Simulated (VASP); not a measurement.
# NdTl2P3 (P3m1) in VASP: single point with PBE

Aim: the single point of NdTl2P3 with PBE.

All numbers are computed with VASP 6.6.1; they aren't measurements. Logs are shortened: lines on timing, memory, paths and dates and some standing lists are left out, and cuts for length are marked.

## (1) The cell of the first run

It takes space group P3m1 (No. 156, trigonal). The conventional cell has a = 5.410 Å, b = 5.410 Å, c = 6.659 Å, α = 90.00°, β = 90.00°, γ = 120.00°. Within 3.9 Å of Nd (site symmetry 3m) lie 6 P at 2.98 Å and 5 Tl at 3.31 to 3.41 Å. Within 4.3 Å of Tl (site symmetry 3m) lie 2 Nd at 3.31 to 3.35 Å and 6 P at 3.41 Å and 3 Tl at 3.70 Å. Within 4.2 Å of Tl (site symmetry 3m) lie 3 P at 3.17 Å and 3 Nd at 3.41 Å and 3 Tl at 3.70 Å. P (site symmetry m) has 4 P at 2.31 to 3.10 Å and 2 Nd at 2.98 Å and 1 Tl at 3.17 Å within 3.2 Å.

The cell was generated, and may not be a known phase.

## (2) Single point, PBE

File INCAR:

```
PREC = Accurate
ENCUT = 500
EDIFF = 1E-6
ISMEAR = 0
SIGMA = 0.2
LREAL = F
LASPH = T
NELM = 200
ALGO = Normal
ISIF = 2
LWAVE = F
LCHARG = T
GGA = PE
LELF = T
LVHAR = T
NBANDS = 35
GGA_COMPAT = F
LMAXMIX = 6
```

File KPOINTS:

```
regular mesh
0
Gamma
  4 4 2
```

File POSCAR:

```
NdTl2P3
1.0
    5.4104480368      0.0000000000      0.0000000000
   -2.7052240184      4.6855854457      0.0000000000
    0.0000000000      0.0000000000      6.6587238833
Nd Tl P
1 2 3
Direct
    0.0000000000      0.0000000000      0.8515350199
    0.0000000000      0.0000000000      0.3479822837
    0.6666666667      0.3333333333      0.6449999275
    0.4759572481      0.5240427519      0.0378219497
    0.4759572481      0.9519144963      0.0378219497
    0.0480855037      0.5240427519      0.0378219497
```

Potentials or basis: VASP PAW PBE potentials, release 64 (Nd_3, Tl_d, P), 4f in core.

On the command line:

```console
> cat potpaw_PBE.64/Nd_3/POTCAR potpaw_PBE.64/Tl_d/POTCAR potpaw_PBE.64/P/POTCAR > POTCAR
> mpirun -np 1 vasp_std > vasp.out
```

OUTCAR:

```text
PREC = Accurate
   ENCUT = 500
   EDIFF = 1E-6
   ISMEAR = 0
   LREAL = F
   LASPH = T
   NELM = 200
   ISIF = 2
   GGA = PE

 ion  position               nearest neighbor table
   1  0.000  0.000  0.852-   6 2.98   5 2.98   4 2.98   4 2.98   6 2.98   5 2.98   2 3.31   2 3.35
                             3 3.41   3 3.41   3 3.41
   2  0.000  0.000  0.348-   1 3.31   1 3.35   6 3.41   5 3.41   4 3.41   4 3.41   6 3.41   5 3.41
                             3 3.70   3 3.70   3 3.70
   3  0.667  0.333  0.645-   5 3.17   6 3.17   4 3.17   1 3.41   1 3.41   1 3.41   2 3.70   2 3.70
                             2 3.70
   4  0.476  0.524  0.038-   5 2.31   6 2.31   1 2.98   1 2.98   3 3.17   2 3.41   2 3.41
   5  0.476  0.952  0.038-   4 2.31   6 2.31   1 2.98   1 2.98   3 3.17   2 3.41   2 3.41
   6  0.048  0.524  0.038-   5 2.31   4 2.31   1 2.98   1 2.98   3 3.17   2 3.41   2 3.41

  LATTYP: Found a hexagonal cell.
 ALAT       =     5.4104480368
 C/A-ratio  =     1.2307157999

  Lattice vectors:

 A1 = (   5.4104480368,   0.0000000000,   0.0000000000)
 A2 = (  -2.7052240184,   4.6855854457,   0.0000000000)
 A3 = (   0.0000000000,   0.0000000000,   6.6587238833)

Analysis of symmetry for initial positions (statically):
=====================================================================
 Subroutine PRICEL returns:
 Original cell was already a primitive cell.

 Routine SETGRP: Setting up the symmetry group for a
 hexagonal supercell.

 Subroutine GETGRP returns: Found  6 space group operations
 (whereof  6 operations were pure point group operations)
 out of a pool of 24 trial point group operations.

The static configuration has the point symmetry C_3v.

Analysis of symmetry for dynamics (positions and initial velocities):
=====================================================================
 Subroutine PRICEL returns:
 Original cell was already a primitive cell.

 Routine SETGRP: Setting up the symmetry group for a
 hexagonal supercell.

 Subroutine GETGRP returns: Found  6 space group operations
 (whereof  6 operations were pure point group operations)
 out of a pool of 24 trial point group operations.

The dynamic configuration has the point symmetry C_3v.

 Subroutine INISYM returns: Found  6 space group operations
 (whereof  6 operations are pure point group operations),
 and found     1 'primitive' translations

----------------------------------------------------------------------------------------

                                     Primitive cell

  volume of cell :     168.8061

  direct lattice vectors                    reciprocal lattice vectors
     5.410448037  0.000000000  0.000000000     0.184827577  0.106710251  0.000000000
    -2.705224018  4.685585446  0.000000000     0.000000000  0.213420502  0.000000000
     0.000000000  0.000000000  6.658723883     0.000000000  0.000000000  0.150178926

  length of vectors
     5.410448037  5.410448037  6.658723883     0.213420502  0.213420502  0.150178926

  position of ions in fractional coordinates (direct lattice)
     0.000000000  0.000000000  0.851535020
     0.000000000  0.000000000  0.347982284
     0.666666667  0.333333333  0.644999928
     0.475957248  0.524042752  0.037821950
     0.475957248  0.951914496  0.037821950
     0.048085504  0.524042752  0.037821950

  ion indices of the primitive-cell ions
   primitive index   ion index
                 1           1
                 2           2
                 3           3
                 4           4
                 5           5
                 6           6

----------------------------------------------------------------------------------------

 KPOINTS: regular mesh

Automatic generation of k-mesh.
 Grid dimensions read from file:
 generate k-points for:    4    4    2

 Generating k-lattice:

  Cartesian coordinates                     Fractional coordinates (reciprocal lattice)
     0.046206894  0.026677563  0.000000000     0.250000000  0.000000000  0.000000000
     0.000000000  0.053355126  0.000000000     0.000000000  0.250000000  0.000000000
     0.000000000  0.000000000  0.075089463     0.000000000  0.000000000  0.500000000

  Length of vectors
     0.053355126  0.053355126  0.075089463

  Shift w.r.t. Gamma in fractional coordinates (k-lattice)
     0.000000000  0.000000000  0.000000000

 Subroutine IBZKPT returns following result:
 ===========================================

 Found      8 irreducible k-points:

 Following reciprocal coordinates:
            Coordinates               Weight
  0.000000  0.000000  0.000000      1.000000
  0.250000  0.000000  0.000000      6.000000
  0.500000  0.000000  0.000000      3.000000
  0.250000  0.250000  0.000000      6.000000
  0.000000  0.000000  0.500000      1.000000
  0.250000  0.000000  0.500000      6.000000
  0.500000  0.000000  0.500000      3.000000
  0.250000  0.250000  0.500000      6.000000
   k-points           NKPTS =      8   k-points in BZ     NKDIM =      8   number of bands    NBANDS=     35
   number of dos      NEDOS =    301   number of ions     NIONS =      6
   total plane-waves  NPLWV =  80000
   dimension x,y,z NGX =    40 NGY =   40 NGZ =   50
   dimension x,y,z NGXF=    80 NGYF=   80 NGZF=  100
   ions per type =               1   2   3
   NGX,Y,Z   is equivalent  to a cutoff of  12.29, 12.29, 12.48 a.u.
   NGXF,Y,Z  is equivalent  to a cutoff of  24.58, 24.58, 24.97 a.u.
 SYSTEM =  unknown system
   PREC   = accura    normal or accurate (medium, high low for compatibility)
   ISTART =      0    job   : 0-new  1-cont  2-samecut
   ICHARG =      2    charge: 1-file 2-atom 10-const
   ISPIN  =      1    spin polarized calculation?
   LNONCOLLINEAR =      F non collinear calculations
   LSORBIT =      F    spin-orbit coupling
   LASPH  =      T    aspherical Exc in radial PAW
   ENCUT  =  500.0 eV  36.75 Ry    6.06 a.u.   9.86  9.86 12.14*2*pi/ulx,y,z
   NELM   =    200;   NELMIN=  2; NELMDL= -5     # of ELM steps
   EDIFF  = 0.1E-05   stopping-criterion for ELM
   LREAL  =      F    real-space projection
   EDIFFG = 0.1E-04   stopping-criterion for IOM
   NSW    =      0    number of steps for IOM
   IBRION =     -1    ionic relax: 0-MD 1-quasi-New 2-CG
   NFREE  =      0    steps in history (QN), initial steepest desc. (CG)
   ISIF   =      2    stress and relaxation
   ISYM   =      2    0-nonsym 1-usesym 2-fastsym
   POTIM  = 0.5000    time-step for ionic-motion
   TEBEG  =    0.0;   TEEND  =   0.0 temperature during run
   PSTRESS=    0.0 pullay stress
   NELECT =      52.0000    total number of electrons
   NUPDOWN=      -1.0000    fix difference up-down
   EMIN   =  10.00;   EMAX   =-10.00  energy-range for DOS
   EFERMI =   0.00;   METHOD = LEGACY
   ISMEAR =     0;   SIGMA  =   0.20  broadening in eV -4-tet -1-fermi 0-gaus
   EFERMI_NEDOS =   21; number of points for ismear=-14 and -15
   IALGO  =     38    algorithm
   IMIX   =      4    mixing-type and parameters
     AMIX     =   0.40;   BMIX     =  1.00
     AMIX_MAG =   1.60;   BMIX_MAG =  1.00
  volume/ion in A,a.u.               =      28.13       189.86
  Fermi-wavevector in a.u.,A,eV,Ry     =   1.105639  2.089354 16.632265  1.222437
  Thomas-Fermi vector in A             =   2.242129
   LORBIT       =      0    0 simple, 1 ext, 2 COOP (PROOUT), +10 PAW based schemes
   GGA     = PE    functional components
   LHFCALC =     F    Hartree Fock is set to
   AEXX    =    0.0000 exact exchange contribution
   IVDW    =     0    specifies the selected vdW correction
   LEPSILON=     F    determine dielectric tensor
   LRPA    =     F    only Hartree local field effects (RPA)
 non-spin polarized calculation
 Gauss-broadening in eV      SIGMA  =   0.20
  energy-cutoff  :      500.00
  volume of cell :      168.81
 maximum number of plane-waves:      4308
 NGX is ok and might be reduce to    40
   NGX = 19   NGY = 19   NGZ = 25

 number of electron      51.9999996 magnetization

 Free energy of the ion-electron system (eV)
  ---------------------------------------------------
  ext. energy  EPLUGINS =         0.00000000
  ---------------------------------------------------
  free energy    TOTEN  =       -25.93153805 eV

  energy without entropy =      -25.85611610  energy(sigma->0) =      -25.89382707

 E-fermi :   4.5466     XC(G=0):  -9.1752

 val. band max:        4.5166849035   @ k =   0.2500   0.2500   0.5000
 cond. band min:       4.6024617156   @ k =   0.2500   0.0000   0.5000
 fundamental gap:      0.0857768120
 Fermi energy:         4.5466068482

 k-point     1 :       0.0000    0.0000    0.0000
  band No.  band energies     occupation
      1     -33.4889      2.00000
      2     -14.7999      2.00000
      3     -14.6926      2.00000
      4     -14.6926      2.00000
      5      -8.8768      2.00000
      6      -7.1077      2.00000
[... 27 lines left out ...]
     34       8.1356      0.00000
     35       8.3150      0.00000

 k-point     2 :       0.2500    0.0000    0.0000
  band No.  band energies     occupation
      1     -33.4886      2.00000
      2     -14.7943      2.00000
      3     -14.7235      2.00000
      4     -14.6997      2.00000
      5      -8.6793      2.00000
      6      -7.1054      2.00000
[... 27 lines left out ...]
     34       8.0967      0.00000
     35       9.0152      0.00000

 k-point     3 :       0.5000    0.0000    0.0000
  band No.  band energies     occupation
      1     -33.4882      2.00000
      2     -14.7852      2.00000
      3     -14.7572      2.00000
      4     -14.7068      2.00000
      5      -8.4534      2.00000
      6      -7.1034      2.00000
[... 27 lines left out ...]
     34       8.8544      0.00000
     35       9.2428      0.00000
[... 115 lines left out ...]
 k-point     7 :       0.5000    0.0000    0.5000
  band No.  band energies     occupation
      1     -33.4881      2.00000
      2     -14.8027      2.00000
      3     -14.7578      2.00000
      4     -14.7073      2.00000
      5      -8.4490      2.00000
      6      -7.0754      2.00000
[... 27 lines left out ...]
     34       8.3797      0.00000
     35       8.3984      0.00000

 k-point     8 :       0.2500    0.2500    0.5000
  band No.  band energies     occupation
      1     -33.4881      2.00000
      2     -14.8032      2.00000
      3     -14.7455      2.00000
      4     -14.7191      2.00000
      5      -8.4540      2.00000
      6      -7.0754      2.00000
[... 27 lines left out ...]
     34       8.0486      0.00000
     35       8.8693      0.00000

------------------------ aborting loop because EDIFF is reached ----------------------------------------

  FORCE on cell =-STRESS in cart. coord.  units (eV):
  Direction    XX          YY          ZZ          XY          YZ          ZX
  --------------------------------------------------------------------------------------
  -------------------------------------------------------------------------------------
  Total       -0.3402022     -0.3402022     -0.1099886      0.0000000     -0.0000000      0.0000000
  in kB       -3.2289369     -3.2289369     -1.0439267      0.0000000     -0.0000000      0.0000000
  external PRESSURE =      -2.5006002 kB  Pullay stress =       0.0000000 kB

 VOLUME and BASIS-vectors are now :
 -----------------------------------------------------------------------------
  energy-cutoff  :      500.00
  volume of cell :      168.81
      direct lattice vectors                 reciprocal lattice vectors
     5.410448037  0.000000000  0.000000000     0.184827577  0.106710251  0.000000000
    -2.705224018  4.685585446  0.000000000     0.000000000  0.213420502  0.000000000
     0.000000000  0.000000000  6.658723883     0.000000000  0.000000000  0.150178926

 POSITION                                       TOTAL-FORCE (eV/Angst)
 -----------------------------------------------------------------------------------
      0.00000      0.00000      5.67014         0.000000     -0.000000      0.024142
      0.00000      0.00000      2.31712         0.000000     -0.000000      0.021519
      2.70522      1.56186      4.29488         0.000000     -0.000000     -0.002983
      1.15749      2.45545      0.25185        -0.047824      0.027611     -0.014226
     -0.00000      4.46028      0.25185         0.000000     -0.055222     -0.014226
     -1.15749      2.45545      0.25185         0.047824      0.027611     -0.014226
 -----------------------------------------------------------------------------------
    total drift:                               -0.000000      0.000000      0.000518

  FREE ENERGIE OF THE ION-ELECTRON SYSTEM (eV)
  ---------------------------------------------------
  free  energy   TOTEN  =       -25.9315380500 eV

  energy  without entropy=      -25.8561160990  energy(sigma->0) =      -25.89382707
```

Wall time 50 s (1 thread of AMD EPYC 7R13 (Zen 3), shared host); peak memory 0.24 GiB.

Results:

| Quantity | Value |
| --- | --- |
| Free energy | -25.9315 eV |
| Pressure | -0.3 GPa |
| Largest force | 0.057 eV/Å |
| Band gap on the k mesh | zero (bands 26 and 27 overlap by 1.47 eV) |

Forces in eV/Å, atoms in the order of the input:
```
Nd   0.000  0.000  0.024
Tl   0.000  0.000  0.022
Tl   0.000  0.000 -0.003
P   -0.048  0.028 -0.014
P    0.000 -0.055 -0.014
P    0.048  0.028 -0.014
```

Stress tensor (GPa, compression positive):
```
-0.32  0.00  0.00
 0.00 -0.32  0.00
 0.00  0.00 -0.10
```

Caveat: the k points lie up to 0.47 Å⁻¹ apart, too coarse for converged energies and pressures of a metal; spin-orbit coupling is left out, which moves the levels of the heavy elements; the 4f electrons are frozen in the core, so they carry no moment and show no levels.

The gap in the log of VASP goes by the Fermi energy; the results here count the filled bands.